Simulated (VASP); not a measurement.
Runs of VASP 6.6.1 on TeW. The structure is that of space group P-6m2 (No. 187), or close to it. The cells are those of the table. The cell was built from a structure type or drawn by symmetry, and may not be a known phase.

| cell | k mesh | gap on the mesh (eV) | pressure (GPa) |
| --- | --- | --- | --- |
| a = 3.336, b = 3.336, c = 4.094 Å, angles 90.0, 90.0, 120.0°, 2 atoms | 6 × 6 × 4 | none | -0.1 |
| a = 3.796, b = 3.796, c = 3.381 Å, angles 90.0, 90.0, 120.0°, 2 atoms | 5 × 5 × 5 | none | -0.2 |
| a = 3.325, b = 3.325, c = 4.111 Å, angles 90.0, 90.0, 120.0°, 2 atoms | 7 × 7 × 4 | none | (a) |
| a = 3.318, b = 3.318, c = 4.130 Å, angles 90.0, 90.0, 120.0°, 2 atoms | 6 × 6 × 5 | none | 0.0 |

Alike in all rows: task single point; level PBE; potentials or basis VASP PAW PBE potentials, release 64 (Te, W_sv); no spin polarisation; cutoff (eV) 500; smearing gaussian 0.2 eV.

Problem. Fill in the values left out.

Solution. (a) 0.2.

Caveats: all runs use coarse meshes; spin-orbit coupling is left out, which moves the levels of the heavy elements.

A k mesh can miss the band edges, and the runs leave out spin-orbit coupling on Te, W.

A gap of «none» marks levels without a gap at the run's occupations.
